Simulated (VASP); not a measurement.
Runs of VASP 6.6.1 on CaO. The structure is that of space group P6_3/mmc (No. 194), or close to it. The cells are those of the table. 

```csv
cell,gap on the mesh (eV),pressure (GPa),largest force (eV/Å)
"a = 3.992, b = 3.983, c = 4.785 Å, angles 90.0, 90.0, 119.8°, 4 atoms",3.16,1.5,0.03
"a = 3.992, b = 3.949, c = 4.785 Å, angles 90.0, 90.0, 118.9°, 4 atoms",3.16,1.5,0.16
"a = 3.993, b = 3.932, c = 4.785 Å, angles 90.0, 90.0, 118.5°, 4 atoms",(a),1.6,0.23
"a = 3.992, b = 3.966, c = 4.785 Å, angles 90.0, 90.0, 119.4°, 4 atoms",3.16,1.5,0.10
```

Alike in all rows: task single point; level PBE; potentials or basis VASP PAW PBE potentials, release 64 (Ca_sv, O); no spin polarisation; k mesh 9 × 9 × 6; cutoff (eV) 520; smearing gaussian 0.05 eV.

Fill in the values left out.

(a) 3.17.

A k mesh can miss the band edges.
